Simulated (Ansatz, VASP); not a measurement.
## Two plane-wave programs on MgCd3O4

Contents of INCAR:

```
  PREC = Accurate
  ENCUT = 840
  EDIFF = 1E-6
  ISMEAR = 0
  SIGMA = 0.1
  LREAL = False
  LASPH = True
  NELM = 200
  ALGO = Normal
  ISIF = 2
  LWAVE = False
  LCHARG = False
  ISPIN = 2
  MAGMOM = 0 0 0 0 1 1 1 1
  LORBIT = 11
  GGA = PE
  NBANDS = 61
  GGA_COMPAT = False
```

KPOINTS

```
regular mesh
0
Gamma
  4 4 4
```

File POSCAR:

```
MgCd3O4
1.0
    4.6810743306      0.0000000000      0.0000000000
    0.0000000000      4.6810743306      0.0000000000
    0.0000000000      0.0000000000      4.6810743306
Mg Cd O
1 3 4
Direct
    0.5000000000      0.5000000000      0.5000000000
    0.5000000000      0.0000000000      0.0000000000
    0.0000000000      0.0000000000      0.5000000000
    0.0000000000      0.5000000000      0.0000000000
    0.0000000000      0.5000000000      0.5000000000
    0.5000000000      0.5000000000      0.0000000000
    0.0000000000      0.0000000000      0.0000000000
    0.5000000000      0.0000000000      0.5000000000
```

Input for Ansatz:

```yaml
crystal:
  lattice:
    - [4.6810743306, 0.0, 0.0]
    - [0.0, 4.6810743306, 0.0]
    - [0.0, 0.0, 4.6810743306]
  atoms:
    - { symbol: Mg, position: [0.5, 0.5, 0.5] }
    - { symbol: Cd, position: [0.5, 0.0, 0.0] }
    - { symbol: Cd, position: [0.0, 0.0, 0.5] }
    - { symbol: Cd, position: [0.0, 0.5, 0.0] }
    - { symbol: O, position: [0.0, 0.5, 0.5], spin: 1.0 }
    - { symbol: O, position: [0.5, 0.5, 0.0], spin: 1.0 }
    - { symbol: O, position: [0.0, 0.0, 0.0], spin: 1.0 }
    - { symbol: O, position: [0.5, 0.0, 0.5], spin: 1.0 }
basis:
  ecutwfc: 420
kpoints:
  mp_grid: { grid: [4, 4, 4] }
hamiltonian:
  xc: pbe
scf:
  occupations: { method: gaussian, width: 0.1 }
  lower_state_search: "off"
output:
  forces: true
  stress: true
  eigenvalues: true
  populations: true
magnetization:
  spin_polarized: true
```

Alike in both runs: task single point; functional PBE; k mesh 4 × 4 × 4; occupations gaussian, width 0.1 eV; collinear spin.

```csv
,VASP,Ansatz
version,VASP 6.6.1,Ansatz 0.2.0
potentials or method,"VASP PAW PBE potentials, release 64 (Mg_sv, Cd_sv_GW, O), cutoff 840 eV","scalar-relativistic, plane waves, PAW"
valence electrons in the cell,94,94
```

Ansatz gave:

* gap on the k mesh at the Fermi level (eV): none
* pressure (GPa): 0.0
* net moment per atom (μB): 0.00

Problem. What did VASP give for the same quantities?

Solution. gap on the k mesh at the Fermi level (eV): none; pressure (GPa): -0.2; net moment per atom (μB): 0.00.

A gap of «none» marks a metal or a gap that the smearing closes. Ansatz's warnings: seeded moment not kept.
